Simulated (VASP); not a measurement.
# O (P6_3/mmc) in VASP: single point with PBEsol

Aim: the single point of O with PBEsol.

Program: VASP 6.6.1. These are calculated values, not measurements. Logs are shortened: lines on timing, memory, paths and dates and some standing lists are left out, and cuts for length are marked.

## 1. The cell of the first run

The structure is hexagonal, space group P6_3/mmc (No. 194). Conventional cell: a = 2.503 Å, b = 2.503 Å, c = 4.055 Å, α = 90.00°, β = 90.00°, γ = 120.00°. O (site symmetry -6m2) has 12 O at 2.49 to 2.50 Å within 3.3 Å.

## 2. Single point, PBEsol

Input file INCAR:

```
PREC = Accurate ; ENCUT = 520
EDIFF = 1E-6 ; ISMEAR = -1
SIGMA = 0.05 ; LREAL = F
LASPH = T ; NELM = 60
ALGO = Normal ; ISIF = 2
LWAVE = F ; LCHARG = T
GGA = PS ; LELF = T
LVHAR = T ; NBANDS = 13
```

Input file KPOINTS:

```
regular mesh
0
Gamma
  14 14 8
```

Input file POSCAR:

```
O
1.0
    2.5029894065      0.0000000000      0.0000000000
   -1.2514947032      2.1676524114      0.0000000000
    0.0000000000      0.0000000000      4.0548428385
O
2
Direct
    0.3333333333      0.6666666667      0.2500000000
    0.6666666667      0.3333333333      0.7500000000
```

Potentials or basis: VASP PAW PBE potentials, release 64 (O).

Started as:

```
cat potpaw_PBE.64/O/POTCAR > POTCAR
mpirun -np 1 vasp_std > vasp.out
```

OUTCAR:

```text
PREC = Accurate
   ENCUT = 520
   EDIFF = 1E-6
   ISMEAR = -1
   LREAL = F
   LASPH = T
   NELM = 60
   ISIF = 2
   GGA = PS

 ion  position               nearest neighbor table
   1  0.333  0.667  0.250-
   2  0.667  0.333  0.750-

  LATTYP: Found a hexagonal cell.
 ALAT       =     2.5029894065
 C/A-ratio  =     1.6200000000

  Lattice vectors:

 A1 = (   2.5029894065,   0.0000000000,   0.0000000000)
 A2 = (  -1.2514947032,   2.1676524114,   0.0000000000)
 A3 = (   0.0000000000,   0.0000000000,   4.0548428385)

Analysis of symmetry for initial positions (statically):
=====================================================================
 Subroutine PRICEL returns:
 Original cell was already a primitive cell.

 Routine SETGRP: Setting up the symmetry group for a
 hexagonal supercell.

 Subroutine GETGRP returns: Found 24 space group operations
 (whereof 12 operations were pure point group operations)
 out of a pool of 24 trial point group operations.

The static configuration has the point symmetry D_3d.
 The point group associated with its full space group is D_6h.

Analysis of symmetry for dynamics (positions and initial velocities):
=====================================================================
 Subroutine PRICEL returns:
 Original cell was already a primitive cell.

 Routine SETGRP: Setting up the symmetry group for a
 hexagonal supercell.

 Subroutine GETGRP returns: Found 24 space group operations
 (whereof 12 operations were pure point group operations)
 out of a pool of 24 trial point group operations.

The dynamic configuration has the point symmetry D_3d.
 The point group associated with its full space group is D_6h.

 Subroutine INISYM returns: Found 24 space group operations
 (whereof 12 operations are pure point group operations),
 and found     1 'primitive' translations

----------------------------------------------------------------------------------------

                                     Primitive cell

  volume of cell :      22.0000

  direct lattice vectors                    reciprocal lattice vectors
     2.502989406  0.000000000  0.000000000     0.399522266  0.230664288  0.000000000
    -1.251494703  2.167652411  0.000000000     0.000000000  0.461328576  0.000000000
     0.000000000  0.000000000  4.054842838     0.000000000  0.000000000  0.246618683

  length of vectors
     2.502989406  2.502989406  4.054842838     0.461328576  0.461328576  0.246618683

  position of ions in fractional coordinates (direct lattice)
     0.333333333  0.666666667  0.250000000
     0.666666667  0.333333333  0.750000000

  ion indices of the primitive-cell ions
   primitive index   ion index
                 1           1
                 2           2

----------------------------------------------------------------------------------------

 KPOINTS: regular mesh

Automatic generation of k-mesh.
 Grid dimensions read from file:
 generate k-points for:   14   14    8

 Generating k-lattice:

  Cartesian coordinates                     Fractional coordinates (reciprocal lattice)
     0.028537305  0.016476021  0.000000000     0.071428571  0.000000000  0.000000000
     0.000000000  0.032952041  0.000000000     0.000000000  0.071428571  0.000000000
     0.000000000  0.000000000  0.030827335     0.000000000  0.000000000  0.125000000

  Length of vectors
     0.032952041  0.032952041  0.030827335

  Shift w.r.t. Gamma in fractional coordinates (k-lattice)
     0.000000000  0.000000000  0.000000000

 Subroutine IBZKPT returns following result:
 ===========================================

 Found    120 irreducible k-points:

 Following reciprocal coordinates:
            Coordinates               Weight
  0.000000  0.000000  0.000000      1.000000
  0.071429  0.000000  0.000000      6.000000
  0.142857  0.000000  0.000000      6.000000
  0.214286  0.000000  0.000000      6.000000
  0.285714  0.000000  0.000000      6.000000
  0.357143  0.000000  0.000000      6.000000
[... 16 lines left out ...]
  0.285714  0.285714  0.000000      6.000000
  0.357143  0.285714  0.000000      6.000000
 [... further k-points ...]
   k-points           NKPTS =    120   k-points in BZ     NKDIM =    120   number of bands    NBANDS=     13
   number of dos      NEDOS =    301   number of ions     NIONS =      2
   total plane-waves  NPLWV =  12000
   dimension x,y,z NGX =    20 NGY =   20 NGZ =   30
   dimension x,y,z NGXF=    40 NGYF=   40 NGZF=   60
   ions per type =               2
   NGX,Y,Z   is equivalent  to a cutoff of  13.28, 13.28, 12.30 a.u.
   NGXF,Y,Z  is equivalent  to a cutoff of  26.57, 26.57, 24.60 a.u.
 SYSTEM =  unknown system
   PREC   = accura    normal or accurate (medium, high low for compatibility)
   ISTART =      0    job   : 0-new  1-cont  2-samecut
   ICHARG =      2    charge: 1-file 2-atom 10-const
   ISPIN  =      1    spin polarized calculation?
   LNONCOLLINEAR =      F non collinear calculations
   LSORBIT =      F    spin-orbit coupling
   LASPH  =      T    aspherical Exc in radial PAW
   ENCUT  =  520.0 eV  38.22 Ry    6.18 a.u.   4.65  4.65  7.54*2*pi/ulx,y,z
   NELM   =     60;   NELMIN=  2; NELMDL= -5     # of ELM steps
   EDIFF  = 0.1E-05   stopping-criterion for ELM
   LREAL  =      F    real-space projection
   EDIFFG = 0.1E-04   stopping-criterion for IOM
   NSW    =      0    number of steps for IOM
   IBRION =     -1    ionic relax: 0-MD 1-quasi-New 2-CG
   NFREE  =      0    steps in history (QN), initial steepest desc. (CG)
   ISIF   =      2    stress and relaxation
   ISYM   =      2    0-nonsym 1-usesym 2-fastsym
   POTIM  = 0.5000    time-step for ionic-motion
   TEBEG  =    0.0;   TEEND  =   0.0 temperature during run
   PSTRESS=    0.0 pullay stress
   NELECT =      12.0000    total number of electrons
   NUPDOWN=      -1.0000    fix difference up-down
   EMIN   =  10.00;   EMAX   =-10.00  energy-range for DOS
   EFERMI =   0.00;   METHOD = LEGACY
   ISMEAR =    -1;   SIGMA  =   0.05  broadening in eV -4-tet -1-fermi 0-gaus
   EFERMI_NEDOS =   21; number of points for ismear=-14 and -15
   IALGO  =     38    algorithm
   IMIX   =      4    mixing-type and parameters
     AMIX     =   0.40;   BMIX     =  1.00
     AMIX_MAG =   1.60;   BMIX_MAG =  1.00
  volume/ion in A,a.u.               =      11.00        74.23
  Fermi-wavevector in a.u.,A,eV,Ry     =   1.337604  2.527706 24.343347  1.789186
  Thomas-Fermi vector in A             =   2.466140
   LORBIT       =      0    0 simple, 1 ext, 2 COOP (PROOUT), +10 PAW based schemes
   GGA     = PS    functional components
   LHFCALC =     F    Hartree Fock is set to
   AEXX    =    0.0000 exact exchange contribution
   IVDW    =     0    specifies the selected vdW correction
   LEPSILON=     F    determine dielectric tensor
   LRPA    =     F    only Hartree local field effects (RPA)
 non-spin polarized calculation
  energy-cutoff  :      520.00
  volume of cell :       22.00
 maximum number of plane-waves:       606
 NGX is ok and might be reduce to    20
   NGX =  9   NGY =  9   NGZ = 15

 number of electron      11.9999993 magnetization

 Free energy of the ion-electron system (eV)
  ---------------------------------------------------
  ext. energy  EPLUGINS =         0.00000000
  ---------------------------------------------------
  free energy    TOTEN  =        -4.49845633 eV

  energy without entropy =       -4.46662373  energy(sigma->0) =       -4.48254003

 E-fermi :  -1.4578     XC(G=0): -10.6217

 val. band max:       -1.4678383912   @ k =   0.0714   0.0714   0.1250
 cond. band min:      -1.4503374145   @ k =   0.4286   0.0000   0.0000
 fundamental gap:      0.0175009766
 Fermi energy:        -1.4578140211

 k-point     1 :       0.0000    0.0000    0.0000
  band No.  band energies     occupation
      1     -19.8296      2.00000
      2     -17.4408      2.00000
      3      -5.8504      2.00000
      4      -0.8851      0.00002
      5      -0.8851      0.00002
      6      -0.3669      0.00000
      7      -0.3669      0.00000
      8      -0.3448      0.00000
      9      11.9898      0.00000
     10      16.7178      0.00000
     11      18.9723      0.00000
     12      27.5389      0.00000
     13      27.5389      0.00000

 k-point     2 :       0.0714    0.0000    0.0000
  band No.  band energies     occupation
      1     -19.7489      2.00000
      2     -17.3958      2.00000
      3      -5.7628      2.00000
      4      -1.1187      0.00227
      5      -0.9546      0.00009
      6      -0.5812      0.00000
      7      -0.3815      0.00000
      8      -0.3698      0.00000
      9      12.2218      0.00000
     10      16.9515      0.00000
     11      18.8789      0.00000
     12      25.5720      0.00000
     13      27.7434      0.00000

 k-point     3 :       0.1429    0.0000    0.0000
  band No.  band energies     occupation
      1     -19.5123      2.00000
      2     -17.2705      2.00000
      3      -5.5060      2.00000
      4      -1.7658      1.99578
      5      -1.1465      0.00395
      6      -1.1348      0.00312
      7      -0.4487      0.00000
      8      -0.4333      0.00000
      9      12.8474      0.00000
     10      17.5658      0.00000
     11      18.5999      0.00000
     12      23.3443      0.00000
     13      27.3233      0.00000

 k-point     4 :       0.2143    0.0000    0.0000
  band No.  band energies     occupation
      1     -19.1407      2.00000
      2     -17.0926      2.00000
      3      -5.0991      2.00000
      4      -2.6752      2.00000
      5      -1.9065      1.99975
      6      -1.3711      0.30034
      7      -0.5927      0.00000
      8      -0.5246      0.00000
      9      13.7050      0.00000
     10      18.1532      0.00000
     11      18.3070      0.00000
     12      21.4748      0.00000
     13      25.7112      0.00000

 k-point     5 :       0.2857    0.0000    0.0000
  band No.  band energies     occupation
      1     -18.6719      2.00000
      2     -16.9096      2.00000
      3      -4.5767      2.00000
      4      -3.6512      2.00000
      5      -2.7095      2.00000
      6      -1.6123      1.91301
      7      -0.8146      0.00001
      8      -0.6368      0.00000
      9      14.6220      0.00000
     10      17.5792      0.00000
     11      18.6916      0.00000
     12      20.2230      0.00000
     13      24.7191      0.00000
[... 257 lines left out ...]
 k-point    22 :       0.3571    0.2143    0.0000
  band No.  band energies     occupation
      1     -17.2936      2.00000
      2     -16.7668      2.00000
      3      -4.8051      2.00000
      4      -3.7169      2.00000
      5      -3.0152      2.00000
      6      -2.8835      2.00000
      7      -1.9024      1.99973
      8      -1.8081      1.99819
      9      16.4294      0.00000
     10      16.9822      0.00000
     11      18.5819      0.00000
     12      19.5813      0.00000
     13      22.8216      0.00000

 k-point    23 :       0.2857    0.2857    0.0000
  band No.  band energies     occupation
      1     -17.2620      2.00000
      2     -16.7618      2.00000
      3      -4.5895      2.00000
      4      -3.7641      2.00000
      5      -3.0718      2.00000
      6      -2.8343      2.00000
      7      -2.2035      2.00000
      8      -1.8334      1.99891
      9      16.4554      0.00000
     10      17.0864      0.00000
     11      18.8231      0.00000
     12      19.5827      0.00000
     13      23.0569      0.00000

 k-point    24 :       0.3571    0.2857    0.0000
  band No.  band energies     occupation
      1     -17.0603      2.00000
      2     -16.8532      2.00000
      3      -4.6272      2.00000
      4      -3.4969      2.00000
      5      -3.4645      2.00000
      6      -2.5183      2.00000
      7      -2.3932      2.00000
      8      -2.0967      1.99999
      9      16.3844      0.00000
     10      17.2170      0.00000
     11      19.0296      0.00000
     12      19.4387      0.00000
     13      22.7766      0.00000

 [... further k-points ...]

------------------------ aborting loop because EDIFF is reached ----------------------------------------

  FORCE on cell =-STRESS in cart. coord.  units (eV):
  Direction    XX          YY          ZZ          XY          YZ          ZX
  --------------------------------------------------------------------------------------
  -------------------------------------------------------------------------------------
  Total       -3.3259117     -3.3259117     -4.3081635     -0.0000000     -0.0000000      0.0000000
  in kB     -242.2136508   -242.2136508   -313.7473596     -0.0000000     -0.0000000      0.0000000
  external PRESSURE =    -266.0582204 kB  Pullay stress =       0.0000000 kB

 VOLUME and BASIS-vectors are now :
 -----------------------------------------------------------------------------
  energy-cutoff  :      520.00
  volume of cell :       22.00
      direct lattice vectors                 reciprocal lattice vectors
     2.502989406  0.000000000  0.000000000     0.399522266  0.230664288  0.000000000
    -1.251494703  2.167652411  0.000000000     0.000000000  0.461328576  0.000000000
     0.000000000  0.000000000  4.054842838     0.000000000  0.000000000  0.246618683

 POSITION                                       TOTAL-FORCE (eV/Angst)
 -----------------------------------------------------------------------------------
     -0.00000      1.44510      1.01371         0.000000      0.000000      0.000000
      1.25149      0.72255      3.04113        -0.000000     -0.000000      0.000000
 -----------------------------------------------------------------------------------
    total drift:                                0.000000     -0.000000      0.000000

  FREE ENERGIE OF THE ION-ELECTRON SYSTEM (eV)
  ---------------------------------------------------
  free  energy   TOTEN  =        -4.4984563345 eV

  energy  without entropy=       -4.4666237290  energy(sigma->0) =       -4.48254003
```

Run time: 11 s. Hardware: 1 thread of Intel Xeon 6975P-C (Granite Rapids), shared host; peak memory 0.14 GiB.

What came out:

```
Free energy            : -4.4985 eV
Pressure               : -26.6 GPa
Band gap on the k mesh : zero (bands 6 and 7 overlap by 2.03 eV)
```

Caveat: the stress differs along the axes, from -31 to -24 GPa; the nearest neighbours stand farther apart than a usual bond; the PAW data sets were made with another functional, which shifts forces and pressure a little.
